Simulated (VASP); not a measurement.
Crystal: GaN.

```
CELL_PARAMETERS angstrom
0.00000 2.26842 2.26842
2.26842 0.00000 2.26842
2.26842 2.26842 0.00000
ATOMIC_POSITIONS crystal
Ga 0.00000 0.00000 0.00000
N 0.25000 0.25000 0.25000
```

Base run:

| Quantity | Value |
| --- | --- |
| Program | VASP 6.6.1 |
| Functional | RPBE |
| Potentials or basis | VASP PAW PBE potentials, release 64 (Ga_d, N) |
| Cutoff | 520 eV |
| k mesh | 10 × 10 × 10 |
| Occupations | fermi-dirac, width 0.05 eV |
| Spin | no spin polarisation |

Its results: band gap on the k mesh 1.65 eV, direct; pressure 5.2 GPa.

Problem. After a change of settings the same cell gave: band gap on the k mesh 1.68 eV, direct; pressure 8.1 GPa. Which change was it?
A. functional from RPBE to B3LYP5; k mesh from 10 × 10 × 10 to 5 × 5 × 5
B. functional from RPBE to r2SCAN; dispersion from none to D3(BJ)
C. functional from RPBE to PBE; further incar settings from ALGO = Normal; EDIFF = 1e-07; NBANDS = 16 to ALGO = Normal; EDIFF = 1e-06; NBANDS = 16
D. functional from RPBE to BLYP

Solution. D.

Caveats: the PAW data sets were made with another functional, which shifts forces and pressure a little.
